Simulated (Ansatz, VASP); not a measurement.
# Two plane-wave programs on WSe2

```xyz
6
Lattice="3.2790 0.0000 0.0000 -1.6395 2.8397 0.0000 0.0000 0.0000 12.7885" Properties=species:S:1:pos:R:3 pbc="T T T"
W     0.0000    1.8931    3.1971
W     1.6395    0.9466    9.5914
Se    0.0000    1.8931    7.9070
Se    1.6395    0.9466    1.5127
Se    0.0000    1.8931   11.2758
Se    1.6395    0.9466    4.8815
```

Alike in both runs: task relaxation of cell and atoms; functional PBEsol; k mesh 9 × 9 × 2; occupations gaussian, width 0.02 eV; no spin polarisation.

```csv
,VASP,Ansatz
version,VASP 6.6.1,Ansatz 0.2.0
potentials or method,"VASP PAW PBE potentials, release 64 (W_sv, Se), cutoff 600 eV","scalar-relativistic, plane waves, PAW"
valence electrons in the cell,52,92
```

Ansatz gave:

```
gap on the k mesh at the Fermi level, each at its own relaxed structure (eV) : 1.14
relaxed volume (Å³/atom)                                                     : 20.42
relaxed cell length with the largest relative difference (Å)                 : 13.224
```

Task: Estimate VASP's values.

Result: gap on the k mesh at the Fermi level, each at its own relaxed structure (eV): 1.15; relaxed volume (Å³/atom): 20.51; relaxed cell length with the largest relative difference (Å): 13.263.

VASP's potentials were made for PBE, not for PBEsol. VASP's potentials hold 52 valence electrons a cell and Ansatz's 92, so a difference there can come from the potentials and not from the codes.

Neither program's run includes spin-orbit coupling.
